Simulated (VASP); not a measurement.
A run of VASP 6.6.1:

File INCAR:

```
SYSTEM = GaAs
ALGO = Normal
EDIFF = 1E-6
ENCUT = 520
GGA = PE
ISIF = 2
ISMEAR = 0
LASPH = .True.
LCHARG = .False.
LREAL = .False.
LWAVE = .False.
NBANDS = 16
NELM = 80
PREC = Accurate
SIGMA = 0.023
```

KPOINTS

```
k-points
0
Gamma
  8 8 8
  0 0 0
```

File POSCAR:

```
GaAs
1.0
    0.0000000000      2.8268500000      2.8268500000
    2.8268500000      0.0000000000      2.8268500000
    2.8268500000      2.8268500000      0.0000000000
As Ga
1 1
Direct
    0.7500000000      0.7500000000      0.7500000000
    0.0000000000      0.0000000000      0.0000000000
```

Potentials or basis: VASP PAW PBE potentials, release 64 (As, Ga_d).

Launch:

```bash
$ cat potpaw_PBE.64/As/POTCAR potpaw_PBE.64/Ga_d/POTCAR > POTCAR
$ mpirun -np 1 vasp_std > vasp.out
```

Hardware: 1 thread of AMD EPYC 7R43 64-Core Processor (Zen 3), with other jobs on the host.

**Question.** How long does it take, and how much memory?

**Answer.** It took 20 s on 1 thread of AMD EPYC 7R43 64-Core Processor (Zen 3), on a shared host, peak memory 0.14 GiB. Counts: scf iterations 12, k points 29.
